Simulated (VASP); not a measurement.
## H: single point with PBE

Crystal: H.

```
CELL_PARAMETERS angstrom
4.79365 -0.00385 -0.00361
-0.08425 5.01748 0.00437
-2.33844 -2.51864 5.00918
ATOMIC_POSITIONS crystal
H 0.83242 0.78188 0.55145
H 0.96894 0.52183 0.05159
H 0.03106 0.47817 0.94841
H 0.16758 0.21812 0.44855
H 0.66782 0.71874 0.44836
H 0.53092 0.98171 0.94851
H 0.46908 0.01829 0.05149
H 0.33218 0.28126 0.55164
```

```yaml
Program: VASP 6.6.1
Task: single point
Functional: PBE
Potentials_or_basis: VASP PAW PBE potentials, release 64 (H)
Cutoff: 520 eV
k_mesh: 6 × 6 × 6
Occupations: gaussian, width 0.02 eV
Spin: no spin polarisation
```

```
Pressure               : -0.2 GPa
Largest force          : 0.021 eV/Å
Band gap on the k mesh : 9.43 eV
```

Forces on the atoms (eV/Å):
```
H   -0.012 -0.002 -0.012
H    0.008  0.001 -0.008
H   -0.008 -0.001  0.008
H    0.012  0.002  0.012
H    0.012  0.002  0.012
H   -0.015 -0.003  0.014
H    0.015  0.003 -0.014
H   -0.012 -0.002 -0.012
```

Levels at points of the mesh, in eV from the valence-band top:
```csv
k point,band 1,band 2,band 3,band 4,band 5,band 6,band 7,band 8
"(0.00, 0.00, 0.00)",-1.39,-0.10,-0.07,-0.07,10.09,11.36,11.36,12.47
"(0.50, 0.00, 0.00)",-0.64,-0.64,-0.19,-0.19,10.20,10.20,10.78,10.78
"(0.00, 0.50, 0.00)",-0.71,-0.70,-0.15,-0.15,10.79,10.82,10.98,11.01
"(0.50, 0.50, 0.00)",-0.44,-0.44,-0.36,-0.36,9.43,9.44,10.53,10.54
"(0.00, 0.00, 0.50)",-0.79,-0.79,-0.17,0.00,10.30,10.81,10.82,11.14
"(0.50, 0.00, 0.50)",-0.64,-0.64,-0.20,-0.19,10.20,10.20,10.77,10.77
"(0.00, 0.50, 0.50)",-0.71,-0.71,-0.15,-0.15,10.80,10.82,10.98,11.01
"(0.50, 0.50, 0.50)",-0.41,-0.40,-0.39,-0.39,9.48,9.49,10.37,10.37
```

It took 5.3 min on 1 thread of Oxide Virtual Turin-like Processor, on a shared host, peak memory 0.28 GiB.

Caveat: this functional lacks dispersion, which holds the molecules together, so the pressure and a relaxed volume are unreliable. A k mesh can miss the band edges.
